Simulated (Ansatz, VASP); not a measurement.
# InAs: VASP beside Ansatz

```
In As
1.0
     0.00000    2.87730    2.87730
     2.87730    0.00000    2.87730
     2.87730    2.87730    0.00000
In As
1 1
Direct
  0.50000 0.50000 0.50000
  0.00000 0.00000 0.00000
```

Alike in both runs: task relaxation of cell and atoms; functional revPBE; dispersion D4; k mesh 8 × 8 × 8; occupations fermi-dirac, width 0.05 eV; no spin polarisation.

|  | VASP | Ansatz |
| --- | --- | --- |
| version | VASP 6.6.1 | Ansatz 0.2.0 |
| potentials or method | VASP PAW PBE potentials, release 64 (In_d, As) | Ansatz PAW |
| plane-wave cutoff (eV) | 600 | 420 |
| valence electrons in the cell | 18 | 28 |

```csv
,VASP,Ansatz,Ansatz less VASP
"gap on the k mesh at the Fermi level, each at its own relaxed structure (eV)",none,none,-
relaxed volume (Å³/atom),22.67,22.64,-0.030
relaxed length of the cell vector where the two differ most in proportion (Å),4.003,4.001,-0.0017
```

VASP's potentials were made for PBE, not for revPBE. A gap of «none» marks a metal or a gap that the smearing closes. VASP's potentials hold 18 valence electrons a cell and Ansatz's 28, so a difference there can come from the potentials and not from the codes.

Noted on Ansatz's run: the plane-wave basis is chosen anew once the cell has moved, so the energies of steps on either side of that aren't comparable.
